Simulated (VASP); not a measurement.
# Hf (P6_3/mmc) in VASP: a series of runs

Hf is run at these levels: LDA; tasks: single point.

Program: VASP 6.6.1. These are calculated values, not measurements. Logs are shortened: lines on timing, memory, paths and dates and some standing lists are left out, and cuts for length are marked.

## (1) The cell of the first run

It takes space group P6_3/mmc (No. 194, hexagonal). Conventional cell: a = 3.118 Å, b = 3.118 Å, c = 4.948 Å, α = 90.00°, β = 90.00°, γ = 120.00°. Within 4.0 Å of Hf (site symmetry -6m2) lie 12 Hf at 3.06 to 3.12 Å.

## (2) Single point, LDA

File INCAR:

```
PREC = Accurate
ENCUT = 520
EDIFF = 1E-6
ISMEAR = -1
SIGMA = 0.3
LREAL = F
LASPH = T
NELM = 80
ALGO = Normal
ISIF = 2
LWAVE = F
LCHARG = T
GGA = CA
LELF = T
LVHAR = T
NBANDS = 17
```

File KPOINTS:

```
regular mesh
0
Gamma
  12 12 7
```

File POSCAR:

```
Hf
1.0
    3.1183974891      0.0000000000      0.0000000000
   -1.5591987445      2.7006114446      0.0000000000
    0.0000000000      0.0000000000      4.9475473504
Hf
2
Direct
    0.3333333333      0.6666666667      0.2500000000
    0.6666666667      0.3333333333      0.7500000000
```

Potentials or basis: VASP PAW LDA potentials, release 64 (Hf_pv).

Run with:

```console
> cat potpaw_LDA.64/Hf_pv/POTCAR > POTCAR
> mpirun -np 1 vasp_std > vasp.out
```

OUTCAR:

```text
PREC = Accurate
   ENCUT = 520
   EDIFF = 1E-6
   ISMEAR = -1
   LREAL = F
   LASPH = T
   NELM = 80
   ISIF = 2
   GGA = CA

 ion  position               nearest neighbor table
   1  0.333  0.667  0.250-   2 3.06   2 3.06   2 3.06   2 3.06   2 3.06   2 3.06
   2  0.667  0.333  0.750-   1 3.06   1 3.06   1 3.06   1 3.06   1 3.06   1 3.06

  LATTYP: Found a hexagonal cell.
 ALAT       =     3.1183974891
 C/A-ratio  =     1.5865672570

  Lattice vectors:

 A1 = (   3.1183974891,   0.0000000000,   0.0000000000)
 A2 = (  -1.5591987445,   2.7006114446,   0.0000000000)
 A3 = (   0.0000000000,   0.0000000000,   4.9475473504)

Analysis of symmetry for initial positions (statically):
=====================================================================
 Subroutine PRICEL returns:
 Original cell was already a primitive cell.

 Routine SETGRP: Setting up the symmetry group for a
 hexagonal supercell.

 Subroutine GETGRP returns: Found 24 space group operations
 (whereof 12 operations were pure point group operations)
 out of a pool of 24 trial point group operations.

The static configuration has the point symmetry D_3d.
 The point group associated with its full space group is D_6h.

Analysis of symmetry for dynamics (positions and initial velocities):
=====================================================================
 Subroutine PRICEL returns:
 Original cell was already a primitive cell.

 Routine SETGRP: Setting up the symmetry group for a
 hexagonal supercell.

 Subroutine GETGRP returns: Found 24 space group operations
 (whereof 12 operations were pure point group operations)
 out of a pool of 24 trial point group operations.

The dynamic configuration has the point symmetry D_3d.
 The point group associated with its full space group is D_6h.

 Subroutine INISYM returns: Found 24 space group operations
 (whereof 12 operations are pure point group operations),
 and found     1 'primitive' translations

----------------------------------------------------------------------------------------

                                     Primitive cell

  volume of cell :      41.6662

  direct lattice vectors                    reciprocal lattice vectors
     3.118397489  0.000000000  0.000000000     0.320677529  0.185143257  0.000000000
    -1.559198744  2.700611445  0.000000000     0.000000000  0.370286515  0.000000000
     0.000000000  0.000000000  4.947547350     0.000000000  0.000000000  0.202120350

  length of vectors
     3.118397489  3.118397489  4.947547350     0.370286515  0.370286515  0.202120350

  position of ions in fractional coordinates (direct lattice)
     0.333333333  0.666666667  0.250000000
     0.666666667  0.333333333  0.750000000

  ion indices of the primitive-cell ions
   primitive index   ion index
                 1           1
                 2           2

----------------------------------------------------------------------------------------

 KPOINTS: regular mesh

Automatic generation of k-mesh.
 Grid dimensions read from file:
 generate k-points for:   12   12    7

 Generating k-lattice:

  Cartesian coordinates                     Fractional coordinates (reciprocal lattice)
     0.026723127  0.015428605  0.000000000     0.083333333  0.000000000  0.000000000
     0.000000000  0.030857210  0.000000000     0.000000000  0.083333333  0.000000000
     0.000000000  0.000000000  0.028874336     0.000000000  0.000000000  0.142857143

  Length of vectors
     0.030857210  0.030857210  0.028874336

  Shift w.r.t. Gamma in fractional coordinates (k-lattice)
     0.000000000  0.000000000  0.000000000

 Subroutine IBZKPT returns following result:
 ===========================================

 Found     76 irreducible k-points:

 Following reciprocal coordinates:
            Coordinates               Weight
  0.000000  0.000000  0.000000      1.000000
  0.083333 -0.000000  0.000000      6.000000
  0.166667 -0.000000  0.000000      6.000000
  0.250000 -0.000000  0.000000      6.000000
  0.333333 -0.000000  0.000000      6.000000
  0.416667 -0.000000  0.000000      6.000000
[... 16 lines left out ...]
  0.250000 -0.000000  0.142857     12.000000
  0.333333 -0.000000  0.142857     12.000000
 [... further k-points ...]
   k-points           NKPTS =     76   k-points in BZ     NKDIM =     76   number of bands    NBANDS=     17
   number of dos      NEDOS =    301   number of ions     NIONS =      2
   total plane-waves  NPLWV =  23040
   dimension x,y,z NGX =    24 NGY =   24 NGZ =   40
   dimension x,y,z NGXF=    48 NGYF=   48 NGZF=   80
   ions per type =               2
   NGX,Y,Z   is equivalent  to a cutoff of  12.79, 12.79, 13.44 a.u.
   NGXF,Y,Z  is equivalent  to a cutoff of  25.59, 25.59, 26.88 a.u.
 SYSTEM =  unknown system
   PREC   = accura    normal or accurate (medium, high low for compatibility)
   ISTART =      0    job   : 0-new  1-cont  2-samecut
   ICHARG =      2    charge: 1-file 2-atom 10-const
   ISPIN  =      1    spin polarized calculation?
   LNONCOLLINEAR =      F non collinear calculations
   LSORBIT =      F    spin-orbit coupling
   LASPH  =      T    aspherical Exc in radial PAW
   ENCUT  =  520.0 eV  38.22 Ry    6.18 a.u.   5.80  5.80  9.20*2*pi/ulx,y,z
   NELM   =     80;   NELMIN=  2; NELMDL= -5     # of ELM steps
   EDIFF  = 0.1E-05   stopping-criterion for ELM
   LREAL  =      F    real-space projection
   EDIFFG = 0.1E-04   stopping-criterion for IOM
   NSW    =      0    number of steps for IOM
   IBRION =     -1    ionic relax: 0-MD 1-quasi-New 2-CG
   NFREE  =      0    steps in history (QN), initial steepest desc. (CG)
   ISIF   =      2    stress and relaxation
   ISYM   =      2    0-nonsym 1-usesym 2-fastsym
   POTIM  = 0.5000    time-step for ionic-motion
   TEBEG  =    0.0;   TEEND  =   0.0 temperature during run
   PSTRESS=    0.0 pullay stress
   NELECT =      20.0000    total number of electrons
   NUPDOWN=      -1.0000    fix difference up-down
   EMIN   =  10.00;   EMAX   =-10.00  energy-range for DOS
   EFERMI =   0.00;   METHOD = LEGACY
   ISMEAR =    -1;   SIGMA  =   0.30  broadening in eV -4-tet -1-fermi 0-gaus
   EFERMI_NEDOS =   21; number of points for ismear=-14 and -15
   IALGO  =     38    algorithm
   IMIX   =      4    mixing-type and parameters
     AMIX     =   0.40;   BMIX     =  1.00
     AMIX_MAG =   1.60;   BMIX_MAG =  1.00
  volume/ion in A,a.u.               =      20.83       140.59
  Fermi-wavevector in a.u.,A,eV,Ry     =   1.281810  2.422270 22.354873  1.643037
  Thomas-Fermi vector in A             =   2.414158
   LORBIT       =      0    0 simple, 1 ext, 2 COOP (PROOUT), +10 PAW based schemes
   GGA     = CA    functional components
   LHFCALC =     F    Hartree Fock is set to
   AEXX    =    0.0000 exact exchange contribution
   IVDW    =     0    specifies the selected vdW correction
   LEPSILON=     F    determine dielectric tensor
   LRPA    =     F    only Hartree local field effects (RPA)
 non-spin polarized calculation
  energy-cutoff  :      520.00
  volume of cell :       41.67
 maximum number of plane-waves:      1136
 NGX is ok and might be reduce to    24
   NGX = 11   NGY = 11   NGZ = 19

 number of electron      19.9999997 magnetization

 Free energy of the ion-electron system (eV)
  ---------------------------------------------------
  ext. energy  EPLUGINS =         0.00000000
  ---------------------------------------------------
  free energy    TOTEN  =       -21.67650685 eV

  energy without entropy =      -21.04294258  energy(sigma->0) =      -21.35972472

 E-fermi :   5.2005     XC(G=0): -11.7968

 val. band max:        5.1926994487   @ k =   0.0833   0.0833   0.4286
 cond. band min:       5.2180892083   @ k =   0.1667  -0.0000   0.1429
 fundamental gap:      0.0253897596
 Fermi energy:         5.2004927341

 k-point     1 :       0.0000    0.0000    0.0000
  band No.  band energies     occupation
      1     -25.5611      2.00000
      2     -24.6323      2.00000
      3     -24.6323      2.00000
      4     -24.4714      2.00000
      5     -24.4714      2.00000
      6     -24.4443      2.00000
[... 9 lines left out ...]
     16       8.0382      0.00016
     17      10.9680      0.00000

 k-point     2 :       0.0833   -0.0000    0.0000
  band No.  band energies     occupation
      1     -25.5379      2.00000
      2     -24.6832      2.00000
      3     -24.6492      2.00000
      4     -24.5251      2.00000
      5     -24.4781      2.00000
      6     -24.4548      2.00000
[... 9 lines left out ...]
     16       7.8217      0.00032
     17      11.1473      0.00000

 k-point     3 :       0.1667   -0.0000    0.0000
  band No.  band energies     occupation
      1     -25.4715      2.00000
      2     -24.8220      2.00000
      3     -24.6936      2.00000
      4     -24.6674      2.00000
      5     -24.4976      2.00000
      6     -24.4864      2.00000
[... 9 lines left out ...]
     16       8.1255      0.00012
     17      11.5163      0.00000

 k-point     4 :       0.2500   -0.0000    0.0000
  band No.  band energies     occupation
      1     -25.3710      2.00000
      2     -25.0109      2.00000
      3     -24.8519      2.00000
      4     -24.7515      2.00000
      5     -24.5391      2.00000
      6     -24.5265      2.00000
[... 9 lines left out ...]
     16       9.0709      0.00000
     17      11.8544      0.00000

 k-point     5 :       0.3333   -0.0000    0.0000
  band No.  band energies     occupation
      1     -25.2519      2.00000
      2     -25.1984      2.00000
      3     -25.0266      2.00000
      4     -24.8070      2.00000
      5     -24.6100      2.00000
      6     -24.5568      2.00000
[... 9 lines left out ...]
     16      10.2406      0.00000
     17      12.0791      0.00000

 k-point     6 :       0.4167   -0.0000    0.0000
  band No.  band energies     occupation
      1     -25.3340      2.00000
      2     -25.1496      2.00000
      3     -25.1400      2.00000
      4     -24.8465      2.00000
      5     -24.6864      2.00000
      6     -24.5797      2.00000
[... 9 lines left out ...]
     16      11.4248      0.00000
     17      12.1949      0.00000

 k-point     7 :       0.5000   -0.0000    0.0000
  band No.  band energies     occupation
      1     -25.3832      2.00000
      2     -25.1936      2.00000
      3     -25.0870      2.00000
      4     -24.8608      2.00000
      5     -24.7264      2.00000
      6     -24.5881      2.00000
[... 9 lines left out ...]
     16      12.2292      0.00000
     17      12.8421      0.00000

 k-point     8 :       0.0833    0.0833    0.0000
  band No.  band energies     occupation
      1     -25.4931      2.00000
      2     -24.7677      2.00000
      3     -24.7038      2.00000
      4     -24.6022      2.00000
      5     -24.4984      2.00000
      6     -24.4758      2.00000
[... 9 lines left out ...]
     16       7.9904      0.00018
     17      11.3554      0.00000
[... 203 lines left out ...]
      1     -25.2432      2.00000
      2     -25.0730      2.00000
      3     -25.0730      2.00000
      4     -24.8943      2.00000
      5     -24.8943      2.00000
      6     -24.8858      2.00000
[... 9 lines left out ...]
     16      11.4113      0.00000
     17      11.5095      0.00000

 k-point    20 :       0.0000    0.0000    0.1429
  band No.  band energies     occupation
      1     -25.5101      2.00000
      2     -24.6244      2.00000
      3     -24.6244      2.00000
      4     -24.5046      2.00000
      5     -24.4795      2.00000
      6     -24.4795      2.00000
[... 9 lines left out ...]
     16       8.3631      0.00005
     17      11.0525      0.00000

 k-point    21 :       0.0833   -0.0000    0.1429
  band No.  band energies     occupation
      1     -25.4899      2.00000
      2     -24.6738      2.00000
      3     -24.6408      2.00000
      4     -24.5641      2.00000
      5     -24.4867      2.00000
      6     -24.4817      2.00000
[... 9 lines left out ...]
     16       8.2314      0.00008
     17      11.1981      0.00000

 k-point    22 :       0.1667   -0.0000    0.1429
  band No.  band energies     occupation
      1     -25.4337      2.00000
      2     -24.8078      2.00000
      3     -24.7063      2.00000
      4     -24.6841      2.00000
      5     -24.5075      2.00000
      6     -24.5052      2.00000
[... 9 lines left out ...]
     16       8.2559      0.00008
     17      11.4886      0.00000

 k-point    23 :       0.2500   -0.0000    0.1429
  band No.  band energies     occupation
      1     -25.3577      2.00000
      2     -24.9833      2.00000
      3     -24.8859      2.00000
      4     -24.7406      2.00000
      5     -24.5481      2.00000
      6     -24.5378      2.00000
[... 9 lines left out ...]
     16       8.9838      0.00001
     17      11.7406      0.00000

 k-point    24 :       0.3333   -0.0000    0.1429
  band No.  band energies     occupation
      1     -25.3198      2.00000
      2     -25.1184      2.00000
      3     -25.0404      2.00000
      4     -24.7949      2.00000
      5     -24.6072      2.00000
      6     -24.5695      2.00000
[... 9 lines left out ...]
     16      10.0714      0.00000
     17      11.9117      0.00000

 [... further k-points ...]

------------------------ aborting loop because EDIFF is reached ----------------------------------------

  FORCE on cell =-STRESS in cart. coord.  units (eV):
  Direction    XX          YY          ZZ          XY          YZ          ZX
  --------------------------------------------------------------------------------------
  -------------------------------------------------------------------------------------
  Total        0.1544893      0.1544893      0.6078596      0.0000000     -0.0000000      0.0000000
  in kB        5.9405351      5.9405351     23.3738551      0.0000000     -0.0000000      0.0000000
  external PRESSURE =      11.7516418 kB  Pullay stress =       0.0000000 kB

 VOLUME and BASIS-vectors are now :
 -----------------------------------------------------------------------------
  energy-cutoff  :      520.00
  volume of cell :       41.67
      direct lattice vectors                 reciprocal lattice vectors
     3.118397489  0.000000000  0.000000000     0.320677529  0.185143257  0.000000000
    -1.559198744  2.700611445  0.000000000     0.000000000  0.370286515  0.000000000
     0.000000000  0.000000000  4.947547350     0.000000000  0.000000000  0.202120350

 POSITION                                       TOTAL-FORCE (eV/Angst)
 -----------------------------------------------------------------------------------
     -0.00000      1.80041      1.23689         0.000000      0.000000      0.000000
      1.55920      0.90020      3.71066        -0.000000     -0.000000      0.000000
 -----------------------------------------------------------------------------------
    total drift:                               -0.000000      0.000000     -0.000000

  FREE ENERGIE OF THE ION-ELECTRON SYSTEM (eV)
  ---------------------------------------------------
  free  energy   TOTEN  =       -21.6765068540 eV

  energy  without entropy=      -21.0429425771  energy(sigma->0) =      -21.35972472
```

Run time: 22 s. Hardware: 1 thread of Intel Xeon Platinum 8488C (Sapphire Rapids), shared host; peak memory 0.17 GiB.

What came out:

```yaml
Free_energy: -21.6765 eV
Pressure: 1.2 GPa
Band_gap_on_the_k_mesh: zero (bands 10 and 11 overlap by 1.40 eV)
```

Stress tensor (GPa, compression positive):
```
0.59 0.00 0.00
0.00 0.59 0.00
0.00 0.00 2.34
```

Caveat: so wide a smearing shifts energies and pressures; spin-orbit coupling is left out, which moves the levels of the heavy elements.

[end of part 1 of 2]
